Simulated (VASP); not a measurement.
PbS: single point with r2SCAN

The system is PbS.

```xyz
2
Lattice="2.2598 1.3047 3.5889 -2.2598 1.3047 3.5889 0.0000 -2.6094 3.5889" Properties=species:S:1:pos:R:3 pbc="T T T"
Pb    0.0000    0.0000   10.5315
S     0.0000    0.0000    5.1406
```

```yaml
Program: VASP 6.6.1
Task: single point
Functional: r2SCAN
Potentials_or_basis: VASP PAW PBE potentials, release 64 (Pb_d, S)
Cutoff: 520 eV
k_mesh: 9 × 9 × 9
Occupations: gaussian, width 0.05 eV
Spin: no spin polarisation
```

```json
{"Pressure": "-7.0 GPa", "Largest force": "0.007 eV/Å"}
```

Forces on the atoms (eV/Å):
```
Pb   0.000  0.000  0.007
S    0.000  0.000 -0.007
```

Stress tensor (GPa, compression positive):
```
-7.34  0.00  0.00
 0.00 -7.34  0.00
 0.00  0.00 -6.20
```

Levels at points of the mesh, in eV from the Fermi level:
```
           k point  band 6  band 7  band 8  band 9  band 10  band 11  band 12  band 13  band 14  band 15
(0.00, 0.00, 0.00)  -12.64   -6.52   -1.50   -1.50    -1.33     4.88     4.92     4.92     7.41     7.41
```

It took 4.9 min on 1 thread of Intel(R) Xeon(R) Platinum 8488C (Sapphire Rapids), with other jobs on the host, peak memory 0.27 GiB.

Caveat: this odd mesh misses L, where the gap lies, so gap, dielectric constants and Born charges aren't listed; the PAW data sets were made with another functional, which shifts forces and pressure a little; spin-orbit coupling is left out, which moves the levels of the heavy elements.
